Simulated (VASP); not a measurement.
A run of VASP 6.6.1 is set up as follows.

Contents of INCAR:

```
ALGO     = Normal         # electronic algorithm
EDIFF    = 1E-6           # SCF threshold, eV
ENCUT    = 520            # plane-wave cutoff, eV
GGA      = PE             # functional
ISIF     = 2              # what is computed and relaxed
ISMEAR   = 0              # smearing method
ISPIN    = 2              # spin polarisation
LASPH    = T              # aspherical terms in the spheres
LCHARG   = T              # write CHGCAR
LELF     = T              # ELF
LMAXMIX  = 4              # l up to which the mixer works
LORBIT   = 11             # projections on sites
LREAL    = F              # projectors in reciprocal space
LVHAR    = T            
LWAVE    = F              # write WAVECAR
MAGMOM   = 1 1 1 0 0      # initial moments
NBANDS   = 32             # bands
NELM     = 150            # most SCF steps
PREC     = Accurate       # precision mode
SIGMA    = 0.1            # smearing width, eV
```

File KPOINTS:

```
k-points
0
Gamma
  6 6 4
```

POSCAR

```
Sc3AlP
1.0
    4.5240529526      0.0000000000      0.0000000000
   -2.2620264763      3.9179447850      0.0000000000
    0.0000000000      0.0000000000      6.1644384269
Sc Al P
3 1 1
Direct
    0.6666666667      0.3333333333      0.2673934336
    0.6666666667      0.3333333333      0.7326065664
    0.0000000000      0.0000000000      0.0000000000
    0.3333333333      0.6666666667      0.0000000000
    0.0000000000      0.0000000000      0.5000000000
```

Potentials or basis: VASP PAW PBE potentials, release 64 (Sc_sv, Al, P).

The run is started by

```bash
$ cat potpaw_PBE.64/Sc_sv/POTCAR potpaw_PBE.64/Al/POTCAR potpaw_PBE.64/P/POTCAR > POTCAR
$ mpirun -np 1 vasp_std > vasp.out
```

(1) What does it give for the largest force?

(2) Predict the net moment.

(3) Predict the pressure.

## Answers

(1) 0.009 eV/Å.

(2) 0.00 μB per cell.

(3) 0.1 GPa.
